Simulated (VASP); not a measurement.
Input of a VASP 6.6.1 run:

The input INCAR:

```
PREC     = Accurate       # precision mode
ENCUT    = 520            # plane-wave cutoff, eV
EDIFF    = 1E-6           # SCF threshold, eV
ISMEAR   = -1             # smearing method
SIGMA    = 0.05           # smearing width, eV
LREAL    = False          # projectors in reciprocal space
LASPH    = True           # aspherical terms in the spheres
NELM     = 150            # most SCF steps
ALGO     = Fast           # electronic algorithm
ISIF     = 2              # what is computed and relaxed
LWAVE    = False          # write WAVECAR
LCHARG   = True           # write CHGCAR
ISPIN    = 2              # spin polarisation
MAGMOM   = 1              # initial moments
LORBIT   = 11             # projections on sites
LMAXMIX  = 4              # l up to which the mixer works
GGA      = CA             # functional
LELF     = True           # ELF
LVHAR    = True         
NBANDS   = 15             # bands
```

File KPOINTS:

```
Automatic mesh
0
Gamma
  13 13 13
```

POSCAR

```
Ni
1.0
   -1.3837154700      1.3837154700      1.3837154700
    1.3837154700     -1.3837154700      1.3837154700
    1.3837154700      1.3837154700     -1.3837154700
Ni
1
Direct
    0.0000000000      0.0000000000      0.0000000000
```

Potentials or basis: VASP PAW LDA potentials, release 64 (Ni).

Launch:

```sh
$ cat potpaw_LDA.64/Ni/POTCAR > POTCAR
$ mpirun -np 1 vasp_std > vasp.out
```

(1) Predict the pressure.

(2) Predict the site moments.

(3) What does it give for the net moment?

Results:

(1) -10.8 GPa.

(2) Ni +0.45 μB.

(3) 0.45 μB per cell.
